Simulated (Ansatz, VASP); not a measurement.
**One calculation of Ti5Si3, two programs**

```xyz
16
Lattice="7.4036 0.0000 0.0000 -3.7018 6.4117 0.0000 0.0000 0.0000 5.0684" Properties=species:S:1:pos:R:3 pbc="T T T"
Ti    0.0000    4.2745    0.0000
Ti    3.7018    2.1372    2.5342
Ti    3.7018    2.1372    0.0000
Ti    0.0000    4.2745    2.5342
Ti    1.8482    0.0000    1.2671
Ti    0.9241    1.6006    3.8013
Ti   -0.9241    1.6006    1.2671
Ti    5.5554    0.0000    3.8013
Ti    2.7777    4.8111    1.2671
Ti   -2.7777    4.8111    3.8013
Si    4.4985    0.0000    1.2671
Si    2.2492    3.8958    3.8013
Si   -2.2492    3.8958    1.2671
Si    2.9052    0.0000    3.8013
Si    1.4526    2.5159    1.2671
Si   -1.4526    2.5159    3.8013
```

Alike in both runs: task single point; functional PBEsol; k mesh 6 × 6 × 8; occupations gaussian, width 0.1 eV; no spin polarisation.

```csv
,VASP,Ansatz
version,VASP 6.6.1,Ansatz 0.2.0
potentials or method,"VASP PAW PBE potentials, release 64 (Ti_sv, Si), cutoff 500 eV","scalar-relativistic, plane waves, PAW"
valence electrons in the cell,144,144
```

|  | VASP | Ansatz | Ansatz less VASP |
| --- | --- | --- | --- |
| gap on the k mesh at the Fermi level (eV) | none | none | - |
| pressure (GPa) | 0.1 | 0.0 | -0.07 |

VASP's potentials were made for PBE, not for PBEsol. A gap of «none» marks a metal or a gap that the smearing closes.
